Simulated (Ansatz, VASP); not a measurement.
**Two plane-wave programs on W**

```
W
1.0
     3.18342    0.00000    0.00000
     0.00000    3.18342    0.00000
     0.00000    0.00000   20.77510
W
4
Direct
  0.25000 0.25000 0.39296
  0.75000 0.75000 0.45810
  0.25000 0.25000 0.54190
  0.75000 0.75000 0.60704
```

Alike in both runs: functional PBE; k mesh 11 × 11 × 1; occupations fermi-dirac, width 0.08 eV; no spin polarisation.

Ansatz relaxed the structure, and its values are those at the end. VASP's run is a single point on that final structure, the one shown.

```csv
,VASP,Ansatz
version,VASP 6.6.1,Ansatz 0.2.0
potentials or method,"VASP PAW PBE potentials, release 64 (W_sv)","PAW with Ansatz's default frozen-core files, scalar-relativistic"
plane-wave cutoff (eV),520,420
valence electrons in the cell,56,56
```

|  | VASP | Ansatz | Ansatz less VASP |
| --- | --- | --- | --- |
| rms of the force components (eV/Å) | 0.021 | 0.002 | -0.0195 |

With one functional, cell and mesh, what is left measures potentials, basis and numerics. Ansatz's warnings: stress scf threshold loose.

Spin-orbit coupling is off throughout.
